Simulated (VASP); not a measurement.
## NaLi2: relaxation of cell and atoms with PBE

NaLi2:

```xyz
6
Lattice="0.0000 3.5659 3.5659 3.5659 0.0000 3.5659 3.5659 3.5659 0.0000" Properties=species:S:1:pos:R:3 pbc="T T T"
Na    0.0000    0.0000    0.0000
Na    1.7830    1.7830    1.7830
Li    4.4574    4.4574    4.4574
Li    4.4574    2.6744    2.6744
Li    2.6744    2.6744    4.4574
Li    2.6744    4.4574    2.6744
```

| Property | Result |
| --- | --- |
| Program | VASP 6.6.1 |
| Task | relaxation of cell and atoms |
| Functional | PBE |
| Potentials or basis | VASP PAW PBE potentials, release 64 (Na_sv, Li_sv) |
| Cutoff | 970 eV |
| k mesh | 4 × 4 × 4 |
| Occupations | gaussian, width 0.1 eV |
| Spin | no spin polarisation |
| Dipole correction | no |
| Mended | yes |
| Further INCAR settings | ALGO = Normal; EDIFF = 1e-07; IBRION = 2; EDIFFG = -0.04; NSW = 90; ISIF = 3 |

The relaxed volume is 25.09 Å³/atom and the relaxed cell is a = 5.971 Å, b = 5.971 Å, c = 5.971 Å, α = 60.00°, β = 60.00°, γ = 60.00°. The space group after relaxing (to 0.1 Å) is Fd-3m (No. 227), the energy gained by relaxing is 351.4 meV/atom and the ionic steps are 4. The pressure after relaxing is -0.1 GPa and the band gap on the k mesh is zero (bands 15 and 16 overlap by 2.29 eV).

Step by step:
| step | energy change (eV) | largest force (eV/Å) | pressure (GPa) | volume (Å³) |
| --- | --- | --- | --- | --- |
| 1 | 0.0000 | 0.0000 | 15.66 | 90.69 |
| 2 | -1.3875 | 0.0000 | 6.88 | 111.50 |
| 3 | -2.0626 | 0.0000 | 1.42 | 139.67 |
| 4 | -2.1084 | 0.0000 | -0.05 | 150.54 |

Final structure:
```yaml
crystal:
  lattice:
    - [0.00000, 4.22226, 4.22226]
    - [4.22226, 0.00000, 4.22226]
    - [4.22226, 4.22226, 0.00000]
  atoms:
    - { symbol: Na, position: [0.00000, 0.00000, 0.00000] }
    - { symbol: Na, position: [0.25000, 0.25000, 0.25000] }
    - { symbol: Li, position: [0.62500, 0.62500, 0.62500] }
    - { symbol: Li, position: [0.12500, 0.62500, 0.62500] }
    - { symbol: Li, position: [0.62500, 0.62500, 0.12500] }
    - { symbol: Li, position: [0.62500, 0.12500, 0.62500] }
```

Levels at points of the mesh, in eV from the Fermi level:
```tsv
k point	band 12	band 13	band 14	band 15	band 16	band 17
(0.00, 0.00, 0.00)	-24.71	-3.75	0.14	0.83	0.83	0.83
(0.50, 0.00, 0.00)	-24.71	-2.45	-2.34	0.21	0.84	0.84
(0.50, 0.50, 0.00)	-24.71	-1.95	-1.95	-0.22	-0.22	-0.19
```

Run time: 2.1 min on 1 thread of Intel(R) Xeon(R) 6975P-C (Granite Rapids) (shared host), peak memory 0.41 GiB.

Caveat: the k points lie up to 0.32 Å⁻¹ apart in the final cell, too coarse for converged energies and pressures of a metal; the volume moved by over 15 % at a fixed basis, so the end points are rough.
